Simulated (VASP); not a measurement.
Here is a VASP 6.6.1 calculation.

The input INCAR:

```
SYSTEM = CaPtS3
PREC = Accurate ; ENCUT = 520
EDIFF = 1E-6 ; ISMEAR = 0
SIGMA = 0.1 ; LREAL = .False.
LASPH = .True. ; NELM = 100
ALGO = Normal ; ISIF = 2
LWAVE = .False. ; LCHARG = .False.
GGA = PE ; NBANDS = 27
```

Contents of KPOINTS:

```
regular mesh
0
Gamma
  4 4 4
  0 0 0
```

File POSCAR:

```
CaPtS3
1.0
    4.3906987051      0.0000000000      0.0000000000
    0.0000000000      4.3906987051      0.0000000000
    0.0000000000      0.0000000000      5.8515456076
Ca Pt S
1 1 3
Direct
    0.5000000000      0.5000000000      0.3843452795
    0.0000000000      0.0000000000      0.9247959419
    0.0000000000      0.5000000000      0.0675883110
    0.5000000000      0.0000000000      0.0675883110
    0.0000000000      0.0000000000      0.5246486965
```

Potentials or basis: VASP PAW PBE potentials, release 64 (Ca_sv, Pt, S).

Launch:

```sh
$ cat potpaw_PBE.64/Ca_sv/POTCAR potpaw_PBE.64/Pt/POTCAR potpaw_PBE.64/S/POTCAR > POTCAR
$ mpirun -np 1 vasp_std > vasp.out
```

Q: Predict the pressure.

A: -0.1 GPa.

Q: Predict the largest force.

A: 0.039 eV/Å.

Q: What does it give for the band gap on the k mesh?

A: Zero (band 19 reaches 4.91 eV, above the bottom of band 20 at 4.07 eV).

Forces in eV/Å, atoms in the order of the input:
```
Ca   0.000  0.000  0.039
Pt   0.000  0.000 -0.017
S    0.000  0.000 -0.020
S    0.000  0.000 -0.020
S    0.000  0.000  0.017
```

Caveat: spin-orbit coupling is left out, which moves the levels of the heavy elements.
